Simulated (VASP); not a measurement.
Input of a VASP 6.6.1 run:

File INCAR:

```
PREC     = Accurate       # precision mode
ENCUT    = 520            # plane-wave cutoff, eV
EDIFF    = 1E-6           # SCF threshold, eV
ISMEAR   = -1             # smearing method
SIGMA    = 0.06122561905347299 # smearing width, eV
LREAL    = False          # projectors in reciprocal space
LASPH    = True           # aspherical terms in the spheres
NELM     = 60             # most SCF steps
ALGO     = Normal         # electronic algorithm
ISIF     = 2              # what is computed and relaxed
LWAVE    = False          # write WAVECAR
LCHARG   = True           # write CHGCAR
GGA      = PE             # functional
LELF     = True           # ELF
LVHAR    = True         
NBANDS   = 10             # bands
```

KPOINTS

```
regular mesh
0
Gamma
  13 13 13
```

Contents of POSCAR:

```
K
1.0
    4.3559329130      0.0000000000      0.0000000000
    0.0000000000      4.3559329130      0.0000000000
    0.0000000000      0.0000000000      4.3559329130
K
1
Direct
    0.0000000000      0.0000000000      0.0000000000
```

Potentials or basis: VASP PAW PBE potentials, release 64 (K_sv).

The run is started by

```sh
$ cat potpaw_PBE.64/K_sv/POTCAR > POTCAR
$ mpirun -np 1 vasp_std > vasp.out
```

Q: Estimate the pressure.

A: -0.1 GPa.
